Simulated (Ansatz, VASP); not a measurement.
## One calculation of Ir, two programs

```xyz
1
Lattice="2.6573 0.0000 0.0000 -1.3287 2.3013 0.0000 0.0000 0.0000 2.5974" Properties=species:S:1:pos:R:3 pbc="T T T"
Ir    0.0000    0.0000    0.0000
```

Alike in both runs: functional PBE; k mesh 16 × 16 × 15; occupations fermi-dirac, width 0.05 eV; no spin polarisation.

Ansatz relaxed the structure, and its values are those at the end. VASP's run is a single point on that final structure, the one shown.

|  | VASP | Ansatz |
| --- | --- | --- |
| version | VASP 6.6.1 | Ansatz 0.2.0 |
| potentials or method | VASP PAW PBE potentials, release 64 (Ir) | PAW with Ansatz's default frozen-core files, scalar-relativistic |
| plane-wave cutoff (eV) | 520 | 420 |
| valence electrons in the cell | 9 | 17 |

```tsv
	VASP	Ansatz	Ansatz less VASP
pressure (GPa)	0.2	0.0	-0.25
```

VASP's potentials hold 9 valence electrons a cell and Ansatz's 17, so a difference there can come from the potentials and not from the codes.

Neither program's run includes spin-orbit coupling.
